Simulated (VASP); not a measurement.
# Si16Ge (a cell with a defect) in VASP: a series of runs

Runs on Si16Ge (a cell with a defect). Level: PBEsol. Tasks: single point.

Program: VASP 6.6.1. These are calculated values, not measurements. Logs are shortened: lines on timing, memory, paths and dates and some standing lists are left out, and cuts for length are marked.

## Step 1: The cell of the first run

The cell holds a defect, 17 atoms: a = 7.679 Å, b = 7.679 Å, c = 7.679 Å, α = 60.00°, β = 60.00°, γ = 60.00°.

## Step 2: Single point, PBEsol

The input, INCAR:

```
ALGO     = Normal         # electronic algorithm
EDIFF    = 1E-6           # SCF threshold, eV
ENCUT    = 520            # plane-wave cutoff, eV
GGA      = PS             # functional
ISIF     = 2              # what is computed and relaxed
ISMEAR   = 0              # smearing method
LASPH    = True           # aspherical terms in the spheres
LCHARG   = False          # write CHGCAR
LREAL    = Auto         
LWAVE    = False          # write WAVECAR
NBANDS   = 53             # bands
NELM     = 60             # most SCF steps
PREC     = Accurate       # precision mode
SIGMA    = 0.05           # smearing width, eV
```

The input, KPOINTS:

```
k-points
0
Gamma
  2 2 2
```

The input, POSCAR:

```
Si16Ge
1.0
    0.0000000000      5.4300000000      5.4300000000
    5.4300000000      0.0000000000      5.4300000000
    5.4300000000      5.4300000000      0.0000000000
Si Ge
16 1
Direct
   -0.0001312155     -0.0000150092      0.0002715470
    0.1239740331      0.1241725599      0.1246874770
    0.0040875691      0.0043901473      0.4960601289
    0.1240647330      0.1243166667      0.6275424494
    0.0040503683      0.4955439227      0.0050313996
    0.1239896869      0.6272696133      0.1247414365
    0.0040620626      0.4957226519      0.4961394107
    0.1359020258      0.6212788214      0.6218815838
    0.4953646409      0.0042887661      0.0049734807
    0.6271604052      0.1241716390      0.1246852670
    0.4954499079      0.0043909761      0.4960570902
    0.6209696133      0.1362976059      0.6217480663
    0.4953650092      0.4955434622      0.0050294659
    0.6208863720      0.6210574586      0.1371605893
    0.4995702578      0.4999772560      0.5008636280
    0.6209232965      0.6212798343      0.6218767035
    0.7495614180      0.7499787293      0.7508792818
```

Potentials or basis: VASP PAW PBE potentials, release 64 (Si, Ge_d).

Started as:

```
$ cat potpaw_PBE.64/Si/POTCAR potpaw_PBE.64/Ge_d/POTCAR > POTCAR
$ mpirun -np 1 vasp_std > vasp.out
```

OUTCAR:

```text
EDIFF = 1E-6
   ENCUT = 520
   GGA = PS
   ISIF = 2
   ISMEAR = 0
   LASPH = True
   LREAL = Auto
   NELM = 60
   PREC = Accurate

 ion  position               nearest neighbor table
   1  1.000  1.000  0.000-  10 2.34   2 2.34   6 2.34   4 2.34
   2  0.124  0.124  0.125-   3 2.33   5 2.33   9 2.33   1 2.34
   3  0.004  0.004  0.496-   2 2.33   4 2.33   8 2.40  12 2.40  17 2.76
   4  0.124  0.124  0.628-  11 2.33   3 2.33   7 2.33   1 2.34
   5  0.004  0.496  0.005-   2 2.33   6 2.33   8 2.40  14 2.40  17 2.76
   6  0.124  0.627  0.125-   5 2.33  13 2.33   7 2.33   1 2.34
   7  0.004  0.496  0.496-   6 2.33   4 2.33   8 2.40  16 2.40  17 2.76
   8  0.136  0.621  0.622-  15 2.28   3 2.40   7 2.40   5 2.40  17 2.42
   9  0.495  0.004  0.005-  10 2.33   2 2.33  12 2.40  14 2.40  17 2.76
  10  0.627  0.124  0.125-  11 2.33  13 2.33   9 2.33   1 2.34
  11  0.495  0.004  0.496-  10 2.33   4 2.33  16 2.40  12 2.40  17 2.76
  12  0.621  0.136  0.622-  15 2.28  11 2.40   3 2.40   9 2.40  17 2.42
  13  0.495  0.496  0.005-  10 2.33   6 2.33  16 2.40  14 2.40  17 2.76
  14  0.621  0.621  0.137-  15 2.28   5 2.40  13 2.40   9 2.40  17 2.42
  15  0.500  0.500  0.501-   8 2.28  16 2.28  12 2.28  14 2.28
  16  0.621  0.621  0.622-  15 2.28  11 2.40   7 2.40  13 2.40  17 2.42
  17  0.750  0.750  0.751-  14 2.42  12 2.42  16 2.42   8 2.42   9 2.76  13 2.76   5 2.76  11 2.76
                             3 2.76   7 2.76

  LATTYP: Found a face centered cubic cell.
 ALAT       =    10.8600000000

  Lattice vectors:

 A1 = (   0.0000000000,   5.4300000000,   5.4300000000)
 A2 = (   5.4300000000,   0.0000000000,   5.4300000000)
 A3 = (   5.4300000000,   5.4300000000,   0.0000000000)

Analysis of symmetry for initial positions (statically):
=====================================================================
 Subroutine PRICEL returns:
 Original cell was already a primitive cell.

 Routine SETGRP: Setting up the symmetry group for a
 face centered cubic supercell.

 Subroutine GETGRP returns: Found  1 space group operations
 (whereof  1 operations were pure point group operations)
 out of a pool of 48 trial point group operations.

The static configuration has the point symmetry C_1 .

Analysis of symmetry for dynamics (positions and initial velocities):
=====================================================================
 Subroutine PRICEL returns:
 Original cell was already a primitive cell.

 Routine SETGRP: Setting up the symmetry group for a
 face centered cubic supercell.

 Subroutine GETGRP returns: Found  1 space group operations
 (whereof  1 operations were pure point group operations)
 out of a pool of 48 trial point group operations.

The dynamic configuration has the point symmetry C_1 .

 Subroutine INISYM returns: Found  1 space group operations
 (whereof  1 operations are pure point group operations),
 and found     1 'primitive' translations

----------------------------------------------------------------------------------------

                                     Primitive cell

  volume of cell :     320.2060

  direct lattice vectors                    reciprocal lattice vectors
     0.000000000  5.430000000  5.430000000    -0.092081031  0.092081031  0.092081031
     5.430000000  0.000000000  5.430000000     0.092081031 -0.092081031  0.092081031
     5.430000000  5.430000000  0.000000000     0.092081031  0.092081031 -0.092081031

  length of vectors
     7.679179644  7.679179644  7.679179644     0.159489025  0.159489025  0.159489025

  position of ions in fractional coordinates (direct lattice)
     0.999868785  0.999984991  0.000271547
     0.123974033  0.124172560  0.124687477
     0.004087569  0.004390147  0.496060129
     0.124064733  0.124316667  0.627542449
     0.004050368  0.495543923  0.005031400
     0.123989687  0.627269613  0.124741437
[... 9 lines left out ...]
     0.620923297  0.621279834  0.621876703
     0.749561418  0.749978729  0.750879282

  ion indices of the primitive-cell ions
   primitive index   ion index
                 1           1
                 2           2
                 3           3
                 4           4
                 5           5
                 6           6
[... 9 lines left out ...]
                16          16
                17          17

----------------------------------------------------------------------------------------

 KPOINTS: k-points

Automatic generation of k-mesh.
 Grid dimensions read from file:
 generate k-points for:    2    2    2

 Generating k-lattice:

  Cartesian coordinates                     Fractional coordinates (reciprocal lattice)
    -0.046040516  0.046040516  0.046040516     0.500000000  0.000000000  0.000000000
     0.046040516 -0.046040516  0.046040516     0.000000000  0.500000000  0.000000000
     0.046040516  0.046040516 -0.046040516     0.000000000  0.000000000  0.500000000

  Length of vectors
     0.079744512  0.079744512  0.079744512

  Shift w.r.t. Gamma in fractional coordinates (k-lattice)
     0.000000000  0.000000000  0.000000000

 Subroutine IBZKPT returns following result:
 ===========================================

 Found      8 irreducible k-points:

 Following reciprocal coordinates:
            Coordinates               Weight
  0.000000  0.000000  0.000000      1.000000
  0.500000  0.000000  0.000000      1.000000
  0.000000  0.500000  0.000000      1.000000
  0.000000  0.000000  0.500000      1.000000
  0.500000  0.500000  0.500000      1.000000
  0.500000  0.500000  0.000000      1.000000
  0.000000  0.500000  0.500000      1.000000
  0.500000  0.000000  0.500000      1.000000
   k-points           NKPTS =      8   k-points in BZ     NKDIM =      8   number of bands    NBANDS=     53
   number of dos      NEDOS =    301   number of ions     NIONS =     17
   total plane-waves  NPLWV = 216000
   dimension x,y,z NGX =    60 NGY =   60 NGZ =   60
   dimension x,y,z NGXF=   120 NGYF=  120 NGZF=  120
   ions per type =              16   1
   NGX,Y,Z   is equivalent  to a cutoff of  12.99, 12.99, 12.99 a.u.
   NGXF,Y,Z  is equivalent  to a cutoff of  25.98, 25.98, 25.98 a.u.
 SYSTEM =  unknown system
   PREC   = accura    normal or accurate (medium, high low for compatibility)
   ISTART =      0    job   : 0-new  1-cont  2-samecut
   ICHARG =      2    charge: 1-file 2-atom 10-const
   ISPIN  =      1    spin polarized calculation?
   LNONCOLLINEAR =      F non collinear calculations
   LSORBIT =      F    spin-orbit coupling
   LASPH  =      T    aspherical Exc in radial PAW
   ENCUT  =  520.0 eV  38.22 Ry    6.18 a.u.  14.28 14.28 14.28*2*pi/ulx,y,z
   NELM   =     60;   NELMIN=  2; NELMDL= -5     # of ELM steps
   EDIFF  = 0.1E-05   stopping-criterion for ELM
   LREAL  =      T    real-space projection
   EDIFFG = 0.1E-04   stopping-criterion for IOM
   NSW    =      0    number of steps for IOM
   IBRION =     -1    ionic relax: 0-MD 1-quasi-New 2-CG
   NFREE  =      0    steps in history (QN), initial steepest desc. (CG)
   ISIF   =      2    stress and relaxation
   ISYM   =      2    0-nonsym 1-usesym 2-fastsym
   POTIM  = 0.5000    time-step for ionic-motion
   TEBEG  =    0.0;   TEEND  =   0.0 temperature during run
   PSTRESS=    0.0 pullay stress
   NELECT =      78.0000    total number of electrons
   NUPDOWN=      -1.0000    fix difference up-down
   EMIN   =  10.00;   EMAX   =-10.00  energy-range for DOS
   EFERMI =   0.00;   METHOD = LEGACY
   ISMEAR =     0;   SIGMA  =   0.05  broadening in eV -4-tet -1-fermi 0-gaus
   EFERMI_NEDOS =   21; number of points for ismear=-14 and -15
   IALGO  =     38    algorithm
   IMIX   =      4    mixing-type and parameters
     AMIX     =   0.40;   BMIX     =  1.00
     AMIX_MAG =   1.60;   BMIX_MAG =  1.00
  volume/ion in A,a.u.               =      18.84       127.11
  Fermi-wavevector in a.u.,A,eV,Ry     =   1.022421  1.932096 14.222785  1.045345
  Thomas-Fermi vector in A             =   2.156100
   LORBIT       =      0    0 simple, 1 ext, 2 COOP (PROOUT), +10 PAW based schemes
   GGA     = PS    functional components
   LHFCALC =     F    Hartree Fock is set to
   AEXX    =    0.0000 exact exchange contribution
   IVDW    =     0    specifies the selected vdW correction
   LEPSILON=     F    determine dielectric tensor
   LRPA    =     F    only Hartree local field effects (RPA)
 non-spin polarized calculation
 Gauss-broadening in eV      SIGMA  =   0.05
  energy-cutoff  :      520.00
  volume of cell :      320.21
 maximum number of plane-waves:      8646
 NGX is ok and might be reduce to    60
   NGX = 29   NGY = 29   NGZ = 29

 number of electron      77.9999997 magnetization

 Free energy of the ion-electron system (eV)
  ---------------------------------------------------
  ext. energy  EPLUGINS =         0.00000000
  ---------------------------------------------------
  free energy    TOTEN  =       -92.78736323 eV

  energy without entropy =      -92.77913742  energy(sigma->0) =      -92.78325032

 E-fermi :   6.7945     XC(G=0):  -9.8842

 val. band max:        6.5574644970   @ k =   0.0000   0.0000   0.0000
 cond. band min:       6.7963935669   @ k =   0.0000   0.0000   0.0000
 fundamental gap:      0.2389290699
 Fermi energy:         6.7944839390

 k-point     1 :       0.0000    0.0000    0.0000
  band No.  band energies     occupation
      1     -18.2741      2.00000
      2     -18.2740      2.00000
      3     -18.2740      2.00000
      4     -18.2601      2.00000
      5     -18.2600      2.00000
      6      -6.6142      2.00000
[... 43 lines left out ...]
     50       8.0069      0.00000
     51       8.9845      0.00000

 k-point     2 :       0.5000    0.0000    0.0000
  band No.  band energies     occupation
      1     -18.2741      2.00000
      2     -18.2740      2.00000
      3     -18.2740      2.00000
      4     -18.2601      2.00000
      5     -18.2600      2.00000
      6      -6.2892      2.00000
[... 316 lines left out ...]
 k-point     8 :       0.5000    0.0000    0.5000
  band No.  band energies     occupation
      1     -18.2740      2.00000
      2     -18.2740      2.00000
      3     -18.2740      2.00000
      4     -18.2601      2.00000
      5     -18.2600      2.00000
      6      -6.1857      2.00000
[... 43 lines left out ...]
     50      10.2124      0.00000
     51      10.2130      0.00000
 [bands above 51 left out]

------------------------ aborting loop because EDIFF is reached ----------------------------------------

  FORCE on cell =-STRESS in cart. coord.  units (eV):
  Direction    XX          YY          ZZ          XY          YZ          ZX
  --------------------------------------------------------------------------------------
  -------------------------------------------------------------------------------------
  Total        9.4367604      9.4428275      9.4432332     -0.0000271     -0.0004630      0.0000557
  in kB       47.2176130     47.2479700     47.2499999     -0.0001356     -0.0023165      0.0002787
  external PRESSURE =      47.2385276 kB  Pullay stress =       0.0000000 kB

 VOLUME and BASIS-vectors are now :
 -----------------------------------------------------------------------------
  energy-cutoff  :      520.00
  volume of cell :      320.21
      direct lattice vectors                 reciprocal lattice vectors
     0.000000000  5.430000000  5.430000000    -0.092081031  0.092081031  0.092081031
     5.430000000  0.000000000  5.430000000     0.092081031 -0.092081031  0.092081031
     5.430000000  5.430000000  0.000000000     0.092081031  0.092081031 -0.092081031

 POSITION                                       TOTAL-FORCE (eV/Angst)
 -----------------------------------------------------------------------------------
      5.43139      5.43076     10.85921        -0.000949     -0.000490      0.000545
      1.35131      1.35023      1.34744         0.000281      0.000396      0.000462
      2.71744      2.71580      0.04603         0.001357      0.001199      0.000408
      4.08260      4.08123      1.34871         0.000923      0.000263     -0.000398
      2.71812      0.04931      2.71280        -0.000062      0.000593      0.000398
      4.08342      1.35061      4.07934         0.000625      0.000088     -0.000035
[... 9 lines left out ...]
      6.75034      6.74840      6.74516         0.000294      0.001349      0.002457
      8.14966      8.14739      8.14250        -0.001855     -0.000925      0.000963
 -----------------------------------------------------------------------------------
    total drift:                                0.004342      0.001895     -0.002370

  FREE ENERGIE OF THE ION-ELECTRON SYSTEM (eV)
  ---------------------------------------------------
  free  energy   TOTEN  =       -92.7873632276 eV

  energy  without entropy=      -92.7791374217  energy(sigma->0) =      -92.78325032
```

Wall time 82 s (1 thread of Intel Xeon 6975P-C (Granite Rapids), shared host); peak memory 0.49 GiB.

What came out:

* Free energy: -92.7874 eV
* Pressure: 4.7 GPa
* Largest force: 0.004 eV/Å
* Band gap on the k mesh: zero (band 39 reaches 6.87 eV, above the bottom of band 40 at 6.56 eV)

Forces in eV/Å, atoms in the order of the input:
```
Si  -0.001  0.000  0.001
Si   0.000  0.000  0.000
Si   0.001  0.001  0.000
Si   0.001  0.000  0.000
Si   0.000  0.001  0.000
Si   0.001  0.000  0.000
Si   0.001  0.001 -0.001
Si   0.000 -0.003 -0.001
Si   0.001  0.000  0.000
Si   0.000  0.000  0.000
Si   0.001  0.000 -0.001
Si  -0.001  0.001 -0.002
Si   0.000  0.000 -0.001
Si   0.000  0.000  0.000
Si  -0.003 -0.002  0.002
Si   0.000  0.001  0.002
Ge  -0.002 -0.001  0.001
```

Caveat: the k points lie up to 0.50 Å⁻¹ apart; the PAW data sets were made with another functional, which shifts forces and pressure a little.

## Step 3: Single point, PBEsol

The input, INCAR:

```
SYSTEM = Si16Ge
PREC = Accurate ; ENCUT = 520
EDIFF = 1E-6 ; ISMEAR = 0
SIGMA = 0.05 ; LREAL = Auto
LASPH = .True. ; NELM = 80
ALGO = Normal ; ISIF = 2
LWAVE = .False. ; LCHARG = .False.
GGA = PS ; NBANDS = 53
```

The input, KPOINTS:

```
regular mesh
0
Gamma
  2 2 2
  0 0 0
```

The input, POSCAR:

```
Si16Ge
1.0
    0.0000000000      5.4300000000      5.4300000000
    5.4300000000      0.0000000000      5.4300000000
    5.4300000000      5.4300000000      0.0000000000
Si Ge
16 1
Direct
    0.0037219894      0.0029423998      0.0043374386
    0.1251008479      0.1237971051      0.1257802922
    0.0037757559      0.0027903707      0.4894443075
    0.1292870745      0.1286620228      0.6211944329
    0.0040596766      0.4875121941      0.0043075425
    0.1295350096      0.6197376707      0.1298228110
   -0.0022340893      0.5000593255      0.5011988837
    0.1295336616      0.6196765967      0.6211688761
    0.4887839970      0.0030414954      0.0042880663
    0.6206363991      0.1288047722      0.1297613498
    0.5006940252     -0.0026579528      0.5011305027
    0.6206699600      0.1287187396      0.6211688067
    0.5009040740      0.5001507790     -0.0020535269
    0.6207922165      0.6197809174      0.1298131770
    0.5008861038      0.5000958090      0.5012023930
    0.6250482872      0.6246088756      0.6252404679
    0.8751001110      0.8737758793      0.8757985790
```

Potentials or basis: VASP PAW PBE potentials, release 64 (Si, Ge_d).

Started as:

```
$ cat potpaw_PBE.64/Si/POTCAR potpaw_PBE.64/Ge_d/POTCAR > POTCAR
$ mpirun -np 1 vasp_std > vasp.out
```

It took 99 s on 1 thread of Intel Xeon 6975P-C (Granite Rapids), shared host; peak memory 0.49 GiB.

Results (log left out):

```
Free energy            : -92.7873 eV
Pressure               : 4.7 GPa
Largest force          : 0.008 eV/Å
Band gap on the k mesh : zero (band 39 reaches 6.87 eV, above the bottom of band 40 at 6.56 eV)
```

Forces in eV/Å, atoms in the order of the input:
```
Si  -0.002 -0.001 -0.001
Si   0.002 -0.005  0.006
Si   0.002  0.001  0.000
Si  -0.001  0.001 -0.005
Si   0.001 -0.001  0.001
Si   0.001 -0.002  0.000
Si   0.001 -0.001 -0.002
Si   0.004  0.000  0.000
Si  -0.002  0.001  0.001
Si  -0.005  0.003 -0.003
Si  -0.002  0.002 -0.002
Si  -0.001  0.005 -0.002
Si   0.000 -0.001  0.001
Si   0.000  0.000  0.003
Si   0.001  0.001  0.001
Si   0.000 -0.001  0.001
Ge   0.001 -0.002  0.002
```

Levels at points of the mesh, in eV from the Fermi level:
```
           k point  band 35  band 36  band 37  band 38  band 39  band 40  band 41  band 42  band 43  band 44
(0.00, 0.00, 0.00)    -1.67    -0.72    -0.72    -0.72    -0.24    -0.24    -0.24     0.00     0.00     0.45
(0.50, 0.00, 0.00)    -1.44    -1.44    -1.38    -1.38    -0.31     0.53     0.53     0.87     0.87     1.26
(0.00, 0.50, 0.00)    -1.44    -1.44    -1.38    -1.38    -0.31     0.53     0.53     0.87     0.87     1.26
(0.00, 0.00, 0.50)    -1.44    -1.44    -1.38    -1.38    -0.31     0.52     0.53     0.87     0.87     1.26
(0.50, 0.50, 0.50)    -1.44    -1.44    -1.38    -1.38    -0.31     0.53     0.53     0.87     0.87     1.26
(0.50, 0.50, 0.00)    -2.00    -1.99    -1.82    -1.26     0.07     0.81     1.06     1.07     1.07     1.94
(0.00, 0.50, 0.50)    -2.00    -2.00    -1.82    -1.26     0.07     0.81     1.06     1.07     1.07     1.94
(0.50, 0.00, 0.50)    -2.00    -1.99    -1.82    -1.26     0.07     0.81     1.06     1.07     1.07     1.94
```

Caveat: the k points lie up to 0.50 Å⁻¹ apart; the PAW data sets were made with another functional, which shifts forces and pressure a little.

(Continued in part 2 of 3.)
